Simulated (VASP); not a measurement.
A run of VASP 6.6.1 is set up as follows.

The input INCAR:

```
ALGO = Fast
EDIFF = 1E-6
EDIFFG = -0.04
ENCUT = 600
GGA = PE
IBRION = 2
ISIF = 3
ISMEAR = 0
LASPH = T
LCHARG = F
LREAL = F
LWAVE = F
NELM = 100
NSW = 90
PREC = Accurate
SIGMA = 0.1
```

Contents of KPOINTS:

```
k-points
0
Gamma
  6 6 1
```

The input POSCAR:

```
Sc4Al
1.0
    2.9415988300      0.0000000000      0.0000000000
   -1.4707994200      2.5474993200      0.0000000000
    0.0000000000      0.0000000000     23.8695183700
Sc Al
8 2
Direct
    0.3333333300      0.6666666700      0.6500000000
    0.3333333300      0.6666666700      0.8500000000
    0.3333333300      0.6666666700      0.0500000000
    0.3333333300      0.6666666700      0.4500000000
    0.6666666700      0.3333333300      0.9500000000
    0.6666666700      0.3333333300      0.1500000000
    0.6666666700      0.3333333300      0.3500000000
    0.6666666700      0.3333333300      0.5500000000
    0.3333333300      0.6666666700      0.2500000000
    0.6666666700      0.3333333300      0.7500000000
```

Potentials or basis: VASP PAW PBE potentials, release 64 (Sc_sv, Al).

Command:

```sh
$ cat potpaw_PBE.64/Sc_sv/POTCAR potpaw_PBE.64/Al/POTCAR > POTCAR
$ mpirun -np 1 vasp_std > vasp.out
```

(1) Predict the band gap on the k mesh.

(2) Estimate the relaxed cell.

(3) Predict the relaxed volume.

Answers

(1) zero (bands 47 and 48 overlap by 1.32 eV).

(2) a = 3.261 Å, b = 3.261 Å, c = 25.210 Å, α = 90.00°, β = 90.00°, γ = 120.00°.

(3) 23.21 Å³/atom.

Caveat: the k points lie up to 0.37 Å⁻¹ apart in the final cell, too coarse for converged energies and pressures of a metal; the volume moved by over 15 % at a fixed basis, so the end points are rough.
